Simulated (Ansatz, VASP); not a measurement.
**Ge in VASP and in Ansatz**

File INCAR:

```
ALGO = Normal
DIPOL = 0.5 0.5 0.500
EDIFF = 1E-7
ENCUT = 520
IDIPOL = 3
ISIF = 2
ISMEAR = -1
LASPH = True
LCHARG = False
LDIPOL = True
LREAL = False
LWAVE = False
NBANDS = 51
NELM = 80
PREC = Accurate
SIGMA = 0.02
```

The input KPOINTS:

```
k-points
0
Gamma
  8 6 1
```

POSCAR

```
Ge
1.0
    3.9751430018      0.0000000000      0.0000000000
    0.0000000000      5.6217011455      0.0000000000
    0.0000000000      0.0000000000     19.9751000000
Ge
6
Direct
    0.7500000000      0.1250000000      0.4004975444
    0.2500000000      0.8750000000      0.4004975444
    0.2500000000      0.6250000000      0.5000000000
    0.7500000000      0.3750000000      0.5000000000
    0.7500000000      0.1250000000      0.5995024556
    0.2500000000      0.8750000000      0.5995024556
```

Input for Ansatz:

```yaml
crystal:
  lattice:
    - [3.9751430018, 0.0, 0.0]
    - [0.0, 5.6217011455, 0.0]
    - [0.0, 0.0, 19.9751]
  atoms:
    - { symbol: Ge, position: [0.75, 0.125, 0.4004975444] }
    - { symbol: Ge, position: [0.25, 0.875, 0.4004975444] }
    - { symbol: Ge, position: [0.25, 0.625, 0.5] }
    - { symbol: Ge, position: [0.75, 0.375, 0.5] }
    - { symbol: Ge, position: [0.75, 0.125, 0.5995024556] }
    - { symbol: Ge, position: [0.25, 0.875, 0.5995024556] }
kpoints:
  mp_grid: { grid: [8, 6, 1] }
scf:
  occupations: { method: fermi_dirac, width: 0.02 }
hamiltonian:
  xc: lda
  pseudopotentials: { kind: paw }
output:
  forces: true
  stress: true
  eigenvalues: true
  populations: true
efield:
  axis: 3
  amplitude: 0
  dipole_correction: true
```

Alike in both runs: task single point; functional LDA; k mesh 8 × 6 × 1; occupations fermi-dirac, width 0.02 eV; no spin polarisation.

|  | VASP | Ansatz |
| --- | --- | --- |
| version | VASP 6.6.1 | Ansatz 0.2.0 |
| potentials or method | VASP PAW LDA potentials, release 64 (Ge_d) | PAW with Ansatz's default frozen-core files, scalar-relativistic |
| plane-wave cutoff (eV) | 520 | 420 |
| valence electrons in the cell | 84 | 84 |

Ansatz gave:

- rms of the force components (eV/Å): 0.168

Estimate VASP's values.

rms of the force components (eV/Å): 0.162.

LDA's correlation is that of Perdew and Zunger in VASP and of Perdew and Wang (1992) in Ansatz. Atom by atom the forces differ by 0.007 eV/Å (rms over components).
